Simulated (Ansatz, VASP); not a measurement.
InP: VASP beside Ansatz

```
In P
1.0
     0.00000    2.99787    2.86496
     2.99787    0.00000    2.86496
     2.99787    2.99787    0.00000
In P
1 1
Direct
  0.00000 0.00000 0.00000
  0.75000 0.75000 0.75000
```

Change from the starting cell: strain +0.015 along x and y, -0.030 along z, atoms carried along.

Alike in both runs: task single point; functional r2SCAN; k mesh 8 × 8 × 8; occupations gaussian, width 0.05 eV; no spin polarisation.

```csv
,VASP,Ansatz
version,VASP 6.6.1,Ansatz 0.2.0
potentials or method,"VASP PAW PBE potentials, release 64 (In_d, P), cutoff 520 eV","scalar-relativistic, plane waves, PAW"
valence electrons in the cell,18,18
```

|  | VASP | Ansatz | Ansatz less VASP |
| --- | --- | --- | --- |
| gap on the k mesh at the Fermi level (eV) | 0.89 | 0.89 | -0.003 |
| least direct gap on the mesh (eV) | 0.89 | 0.89 | -0.003 |
| pressure (GPa) | -0.1 | 0.0 | +0.11 |
| traceless stress, the component that is largest in VASP (GPa) | 1.24 | 1.23 | -0.011 |

VASP's potentials were made for PBE, not for r2SCAN.
